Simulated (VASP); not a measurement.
# Fe (Im-3m) in VASP: further runs

The runs below take Fe through single point, relaxation of cell and atoms, with revPBE.

Program: VASP 6.6.1. These are calculated values, not measurements. Logs are shortened: lines on timing, memory, paths and dates and some standing lists are left out, and cuts for length are marked.

**1. The cell of the first run**

The structure is cubic, space group Im-3m (No. 229). Conventional cell: a = 2.853 Å, b = 2.853 Å, c = 2.853 Å, α = 90.00°, β = 90.00°, γ = 90.00°. Within 3.3 Å of Fe (site symmetry m-3m) lie 14 Fe at 2.47 to 2.85 Å.

**2. Single point, revPBE, collinear spin, ferromagnetic start**

File INCAR:

```
SYSTEM = Fe
PREC = Accurate ; ENCUT = 520
EDIFF = 1E-6 ; ISMEAR = -1
SIGMA = 0.05 ; LREAL = .FALSE.
LASPH = .TRUE. ; NELM = 150
ALGO = Normal ; ISIF = 2
LWAVE = .FALSE. ; LCHARG = .TRUE.
ISPIN = 2 ; MAGMOM = 2.5
LORBIT = 11 ; LMAXMIX = 4
GGA = RE ; LELF = .TRUE.
LVHAR = .TRUE. ; NBANDS = 14
```

File KPOINTS:

```
regular mesh
0
G
  15 15 15
  0 0 0
```

File POSCAR:

```
Fe
1.0
   -1.4263849747      1.4263849747      1.4263849747
    1.4263849747     -1.4263849747      1.4263849747
    1.4263849747      1.4263849747     -1.4263849747
Fe
1
Direct
    0.0000000000      0.0000000000      0.0000000000
```

Potentials or basis: VASP PAW PBE potentials, release 64 (Fe).

Started as:

```
$ cat potpaw_PBE.64/Fe/POTCAR > POTCAR
$ mpirun -np 1 vasp_std > vasp.out
```

OUTCAR:

```text
SYSTEM = Fe
   PREC = Accurate
   ENCUT = 520
   EDIFF = 1E-6
   ISMEAR = -1
   LREAL = .FALSE.
   LASPH = .TRUE.
   NELM = 150
   ISIF = 2
   ISPIN = 2
   LORBIT = 11
   GGA = RE

 ion  position               nearest neighbor table
   1  0.000  0.000  0.000-

  LATTYP: Found a body centered cubic cell.
 ALAT       =     2.8527699494

  Lattice vectors:

 A1 = (  -1.4263849747,   1.4263849747,   1.4263849747)
 A2 = (   1.4263849747,  -1.4263849747,   1.4263849747)
 A3 = (   1.4263849747,   1.4263849747,  -1.4263849747)

Analysis of symmetry for initial positions (statically):
=====================================================================
 Subroutine PRICEL returns:
 Original cell was already a primitive cell.

 Routine SETGRP: Setting up the symmetry group for a
 body centered cubic supercell.

 Subroutine GETGRP returns: Found 48 space group operations
 (whereof 48 operations were pure point group operations)
 out of a pool of 48 trial point group operations.

The static configuration has the point symmetry O_h .

Analysis of symmetry for dynamics (positions and initial velocities):
=====================================================================
 Subroutine PRICEL returns:
 Original cell was already a primitive cell.

 Routine SETGRP: Setting up the symmetry group for a
 body centered cubic supercell.

 Subroutine GETGRP returns: Found 48 space group operations
 (whereof 48 operations were pure point group operations)
 out of a pool of 48 trial point group operations.

The dynamic configuration has the point symmetry O_h .

Analysis of structural, dynamic, and magnetic symmetry:
=====================================================================
 Subroutine PRICEL returns:
 Original cell was already a primitive cell.

 Routine SETGRP: Setting up the symmetry group for a
 body centered cubic supercell.

 Subroutine GETGRP returns: Found 48 space group operations
 (whereof 48 operations were pure point group operations)
 out of a pool of 48 trial point group operations.

The overall configuration has the point symmetry O_h .

 Subroutine INISYM returns: Found 48 space group operations
 (whereof 48 operations are pure point group operations),
 and found     1 'primitive' translations

----------------------------------------------------------------------------------------

                                     Primitive cell

  volume of cell :      11.6083

  direct lattice vectors                    reciprocal lattice vectors
    -1.426384975  1.426384975  1.426384975     0.000000000  0.350536502  0.350536502
     1.426384975 -1.426384975  1.426384975     0.350536502  0.000000000  0.350536502
     1.426384975  1.426384975 -1.426384975     0.350536502  0.350536502  0.000000000

  length of vectors
     2.470571247  2.470571247  2.470571247     0.495733476  0.495733476  0.495733476

  position of ions in fractional coordinates (direct lattice)
     0.000000000  0.000000000  0.000000000

  ion indices of the primitive-cell ions
   primitive index   ion index
                 1           1

----------------------------------------------------------------------------------------

 KPOINTS: regular mesh

Automatic generation of k-mesh.
 Grid dimensions read from file:
 generate k-points for:   15   15   15

 Generating k-lattice:

  Cartesian coordinates                     Fractional coordinates (reciprocal lattice)
     0.000000000  0.023369100  0.023369100     0.066666667  0.000000000  0.000000000
     0.023369100  0.000000000  0.023369100     0.000000000  0.066666667  0.000000000
     0.023369100  0.023369100  0.000000000     0.000000000  0.000000000  0.066666667

  Length of vectors
     0.033048898  0.033048898  0.033048898

  Shift w.r.t. Gamma in fractional coordinates (k-lattice)
     0.000000000  0.000000000  0.000000000

 Subroutine IBZKPT returns following result:
 ===========================================

 Found    120 irreducible k-points:

 Following reciprocal coordinates:
            Coordinates               Weight
  0.000000  0.000000  0.000000      1.000000
  0.066667  0.000000  0.000000     12.000000
  0.133333  0.000000  0.000000     12.000000
  0.200000  0.000000  0.000000     12.000000
  0.266667  0.000000  0.000000     12.000000
  0.333333  0.000000  0.000000     12.000000
[... 16 lines left out ...]
  0.333333  0.200000  0.000000     48.000000
  0.400000  0.200000  0.000000     24.000000
 [... further k-points ...]
   k-points           NKPTS =    120   k-points in BZ     NKDIM =    120   number of bands    NBANDS=     14
   number of dos      NEDOS =    301   number of ions     NIONS =      1
   total plane-waves  NPLWV =   5832
   dimension x,y,z NGX =    18 NGY =   18 NGZ =   18
   dimension x,y,z NGXF=    36 NGYF=   36 NGZF=   36
   ions per type =               1
   NGX,Y,Z   is equivalent  to a cutoff of  12.11, 12.11, 12.11 a.u.
   NGXF,Y,Z  is equivalent  to a cutoff of  24.22, 24.22, 24.22 a.u.
 SYSTEM =  Fe
   PREC   = accura    normal or accurate (medium, high low for compatibility)
   ISTART =      0    job   : 0-new  1-cont  2-samecut
   ICHARG =      2    charge: 1-file 2-atom 10-const
   ISPIN  =      2    spin polarized calculation?
   LNONCOLLINEAR =      F non collinear calculations
   LSORBIT =      F    spin-orbit coupling
   LASPH  =      T    aspherical Exc in radial PAW
   ENCUT  =  520.0 eV  38.22 Ry    6.18 a.u.   4.59  4.59  4.59*2*pi/ulx,y,z
   NELM   =    150;   NELMIN=  2; NELMDL= -5     # of ELM steps
   EDIFF  = 0.1E-05   stopping-criterion for ELM
   LREAL  =      F    real-space projection
   EDIFFG = 0.1E-04   stopping-criterion for IOM
   NSW    =      0    number of steps for IOM
   IBRION =     -1    ionic relax: 0-MD 1-quasi-New 2-CG
   NFREE  =      0    steps in history (QN), initial steepest desc. (CG)
   ISIF   =      2    stress and relaxation
   ISYM   =      2    0-nonsym 1-usesym 2-fastsym
   POTIM  = 0.5000    time-step for ionic-motion
   TEBEG  =    0.0;   TEEND  =   0.0 temperature during run
   PSTRESS=    0.0 pullay stress
   NELECT =       8.0000    total number of electrons
   NUPDOWN=      -1.0000    fix difference up-down
   EMIN   =  10.00;   EMAX   =-10.00  energy-range for DOS
   EFERMI =   0.00;   METHOD = LEGACY
   ISMEAR =    -1;   SIGMA  =   0.05  broadening in eV -4-tet -1-fermi 0-gaus
   EFERMI_NEDOS =   21; number of points for ismear=-14 and -15
   IALGO  =     38    algorithm
   IMIX   =      4    mixing-type and parameters
     AMIX     =   0.40;   BMIX     =  1.00
     AMIX_MAG =   1.60;   BMIX_MAG =  1.00
  volume/ion in A,a.u.               =      11.61        78.34
  Fermi-wavevector in a.u.,A,eV,Ry     =   1.446044  2.732626 28.450357  2.091042
  Thomas-Fermi vector in A             =   2.564157
   LORBIT       =     11    0 simple, 1 ext, 2 COOP (PROOUT), +10 PAW based schemes
   GGA     = RE    functional components
   LHFCALC =     F    Hartree Fock is set to
   AEXX    =    0.0000 exact exchange contribution
   IVDW    =     0    specifies the selected vdW correction
   LEPSILON=     F    determine dielectric tensor
   LRPA    =     F    only Hartree local field effects (RPA)
 spin polarized calculation
  energy-cutoff  :      520.00
  volume of cell :       11.61
 maximum number of plane-waves:       324
   NGX =  9   NGY =  9   NGZ =  9

 number of electron       8.0000004 magnetization       2.2312007

 Free energy of the ion-electron system (eV)
  ---------------------------------------------------
  ext. energy  EPLUGINS =         0.00000000
  ---------------------------------------------------
  free energy    TOTEN  =        -7.86380276 eV

  energy without entropy =       -7.85566633  energy(sigma->0) =       -7.85973454

 E-fermi :   5.6768     XC(G=0): -12.9280

 val. band max:        5.6703289967   @ k =  -0.4667   0.4667   0.4667
 cond. band min:       5.6814915457   @ k =  -0.4667  -0.4667   0.4000
 fundamental gap:      0.0111625491
 Fermi energy:         5.6768145677

 spin component 1

 k-point     1 :       0.0000    0.0000    0.0000
  band No.  band energies     occupation
      1      -2.5820      1.00000
      2       3.4145      1.00000
      3       3.4145      1.00000
      4       3.4145      1.00000
      5       4.5749      1.00000
      6       4.5749      1.00000
      7      30.5100      0.00000
      8      30.5100      0.00000
      9      30.5100      0.00000
     10      35.4607      0.00000
     11      35.4607      0.00000
     12      37.6693      0.00000
     13      37.6693      0.00000
     14      37.6693      0.00000
[... 375 lines left out ...]
 k-point    24 :       0.4000    0.2000    0.0000
  band No.  band energies     occupation
      1       1.5774      1.00000
      2       2.4610      1.00000
      3       3.4303      1.00000
      4       4.6372      1.00000
      5       5.1204      0.99999
      6       9.4812      0.00000
      7      13.0708      0.00000
      8      18.2479      0.00000
      9      24.6706      0.00000
     10      31.6199      0.00000
     11      36.2404      0.00000
     12      39.2605      0.00000
     13      43.1501      0.00000
     14      49.2005      0.00000

 [... further k-points ...]

 spin component 2

 k-point     1 :       0.0000    0.0000    0.0000
  band No.  band energies     occupation
      1      -2.4653      1.00000
      2       5.4055      0.99562
      3       5.4057      0.99561
      4       5.4057      0.99560
      5       7.4271      0.00000
      6       7.4273      0.00000
      7      30.1704      0.00000
      8      30.1704      0.00000
      9      30.1704      0.00000
     10      35.5788      0.00000
     11      35.5788      0.00000
     12      38.2832      0.00000
     13      38.2832      0.00000
     14      38.2832      0.00000
[... 375 lines left out ...]
 k-point    24 :       0.4000    0.2000    0.0000
  band No.  band energies     occupation
      1       2.9925      1.00000
      2       4.1765      1.00000
      3       4.8482      1.00000
      4       7.2428      0.00000
      5       7.7132      0.00000
      6      10.7147      0.00000
      7      14.3100      0.00000
      8      18.8770      0.00000
      9      25.1087      0.00000
     10      31.8078      0.00000
     11      36.2715      0.00000
     12      39.7250      0.00000
     13      43.9951      0.00000
     14      49.0766      0.00000

 [... further k-points ...]
[... 5 lines left out ...]
  --------------------------------------------------------------------------------------
  -------------------------------------------------------------------------------------
  Total        0.0109108      0.0109108      0.0109108      0.0000000      0.0000000      0.0000000
  in kB        1.5059044      1.5059044      1.5059044      0.0000000      0.0000000      0.0000000
  external PRESSURE =       1.5059044 kB  Pullay stress =       0.0000000 kB

 VOLUME and BASIS-vectors are now :
 -----------------------------------------------------------------------------
  energy-cutoff  :      520.00
  volume of cell :       11.61
      direct lattice vectors                 reciprocal lattice vectors
    -1.426384975  1.426384975  1.426384975     0.000000000  0.350536502  0.350536502
     1.426384975 -1.426384975  1.426384975     0.350536502  0.000000000  0.350536502
     1.426384975  1.426384975 -1.426384975     0.350536502  0.350536502  0.000000000

 POSITION                                       TOTAL-FORCE (eV/Angst)
 -----------------------------------------------------------------------------------
      0.00000      0.00000      0.00000        -0.000000      0.000000     -0.000000
 -----------------------------------------------------------------------------------
    total drift:                                0.000000      0.000000      0.000000

  FREE ENERGIE OF THE ION-ELECTRON SYSTEM (eV)
  ---------------------------------------------------
  free  energy   TOTEN  =        -7.8638027580 eV

  energy  without entropy=       -7.8556663263  energy(sigma->0) =       -7.85973454

 total charge

# of ion       s       p       d       tot
------------------------------------------
    1        0.477   0.522   6.221   7.220

 magnetization (x)

# of ion       s       p       d       tot
------------------------------------------
    1       -0.015  -0.062   2.313   2.236
```

It took 28 s on 1 thread of Intel Xeon Platinum 8259CL at 2.50GHz (Skylake/Cascade Lake), shared host; peak memory 0.15 GiB.

Results:

| Item | Value |
| --- | --- |
| Free energy | -7.8638 eV |
| Pressure | 0.2 GPa |
| Net moment | 2.23 μB per cell |
| Site moments | Fe +2.24 μB |
| Valence electrons inside the program's atomic spheres | Fe 7.22 |

Caveat: the PAW data sets were made with another functional, which shifts forces and pressure a little.

**3. Relaxation of cell and atoms, revPBE, collinear spin, ferromagnetic start**

This run uses another cell than the first one, of 11.78 Å³/atom, 1.015 times its volume.

File INCAR:

```
ALGO = Normal
EDIFF = 1E-6
EDIFFG = -0.01
ENCUT = 600
GGA = RE
IBRION = 2
ISIF = 3
ISMEAR = -1
ISPIN = 2
LASPH = True
LCHARG = False
LMAXMIX = 4
LORBIT = 11
LREAL = False
LWAVE = False
MAGMOM = 2.5
NELM = 150
NSW = 80
PREC = Accurate
SIGMA = 0.05
```

File KPOINTS:

```
k-points
0
Gamma
  15 15 15
```

File POSCAR:

```
Fe
1.0
   -1.4332500000      1.4332500000      1.4332500000
    1.4332500000     -1.4332500000      1.4332500000
    1.4332500000      1.4332500000     -1.4332500000
Fe
1
Direct
    0.0000000000      0.0000000000      0.0000000000
```

Potentials or basis: VASP PAW PBE potentials, release 64 (Fe).

Started as:

```
$ cat potpaw_PBE.64/Fe/POTCAR > POTCAR
$ mpirun -np 1 vasp_std > vasp.out
```

Run time: 47 s. Hardware: 1 thread of Intel Xeon Platinum 8259CL at 2.50GHz (Skylake/Cascade Lake), shared host; peak memory 0.16 GiB.

It converged, with:

* Free energy: -7.8634 eV
* Relaxed volume: 11.60 Å³/atom
* Relaxed cell: a = 2.470 Å, b = 2.470 Å, c = 2.470 Å, α = 109.47°, β = 109.47°, γ = 109.47°
* Space group after relaxing (to 0.05 Å): Im-3m (No. 229)
* Energy gained by relaxing: 1.4 meV/atom
* Ionic steps: 3
* Pressure after relaxing: 0.1 GPa
* Net moment: 2.23 μB per cell
* Site moments: Fe +2.23 μB
* Valence electrons inside the program's atomic spheres: Fe 7.22

Step by step:
```tsv
step	energy change (eV)	largest force (eV/Å)	pressure (GPa)	volume (Å³)
1	0.0000	0.0000	-2.49	11.78
2	-0.0005	0.0000	2.23	11.47
3	-0.0014	0.0000	0.06	11.60
```

Final structure:
```xyz
1
Lattice="-1.4261 1.4261 1.4261 1.4261 -1.4261 1.4261 1.4261 1.4261 -1.4261" Properties=species:S:1:pos:R:3 pbc="T T T"
Fe    0.0000    0.0000    0.0000
```

Levels at points of the mesh, in eV from the Fermi level:
Spin up:
| k point | band 3 | band 4 | band 5 | band 6 | band 7 | band 8 |
| --- | --- | --- | --- | --- | --- | --- |
| (0.00, 0.00, 0.00) | -2.26 | -2.26 | -1.10 | -1.10 | 24.84 | 24.84 |
Spin down:
| k point | band 1 | band 2 | band 3 | band 4 | band 5 | band 6 | band 7 | band 8 |
| --- | --- | --- | --- | --- | --- | --- | --- | --- |
| (0.00, 0.00, 0.00) | -8.15 | -0.27 | -0.27 | -0.27 | 1.75 | 1.75 | 24.50 | 24.50 |

Caveat: the PAW data sets were made with another functional, which shifts forces and pressure a little.

**4. Single point, revPBE**

This run uses another cell than the first one, of 10.70 Å³/atom, 0.922 times its volume.

File INCAR:

```
ALGO = Normal
EDIFF = 1E-6
ENCUT = 520
GGA = RE
ISIF = 2
ISMEAR = -1
LASPH = T
LCHARG = F
LREAL = F
LWAVE = F
NBANDS = 10
NELM = 80
PREC = Accurate
SIGMA = 0.1
```

KPOINTS is that of step 3.

File POSCAR:

```
Fe
1.0
   -1.3881999477      1.3881999477      1.3881999477
    1.3881999477     -1.3881999477      1.3881999477
    1.3881999477      1.3881999477     -1.3881999477
Fe
1
Direct
    0.0000000000      0.0000000000      0.0000000000
```

Started as:

```
$ cat potpaw_PBE.64/Fe/POTCAR > POTCAR
$ mpirun -np 1 vasp_std > vasp.out
```

Wall time 9 s (1 thread of AMD EPYC 7R13 (Zen 3), shared host); peak memory 0.1 GiB.

Results (log left out):

- Free energy: -7.3855 eV
- Pressure: -0.5 GPa
- Band gap on the k mesh: zero (band 4 reaches 7.53 eV, above the bottom of band 5 at 5.71 eV)

Levels at points of the mesh, in eV from the Fermi level:
```csv
k point,band 1,band 2,band 3,band 4,band 5,band 6,band 7,band 8
"(0.00, 0.00, 0.00)",-8.77,-1.73,-1.73,-1.73,-0.04,-0.04,25.42,25.42
```

Caveat: the PAW data sets were made with another functional, which shifts forces and pressure a little; the run has no spin polarisation, though such a crystal can be magnetic.

**5. Summary**

```csv
task,spin,cell,cutoff (eV),smearing,gap on the mesh (eV),pressure (GPa),moment (μB)
single point,"collinear, ferromagnetic start","a = 2.471 Å, angles 109.5°, 1 atom",520,fermi-dirac 0.05 eV,none,0.2,2.23
relaxation of cell and atoms,"collinear, ferromagnetic start","relaxed from a = 2.482 Å, angles 109.5°, 1 atom",600,fermi-dirac 0.05 eV,none,0.1,2.23
single point,off,"a = 2.404 Å, angles 109.5°, 1 atom",520,fermi-dirac 0.1 eV,none,-0.5,-
```

Alike in all rows: level revPBE; potentials or basis VASP PAW PBE potentials, release 64 (Fe); k mesh 15 × 15 × 15.

Caveats: the PAW data sets were made with another functional, which shifts forces and pressure a little.

Absolute energies hang on the potentials; compare differences alone.
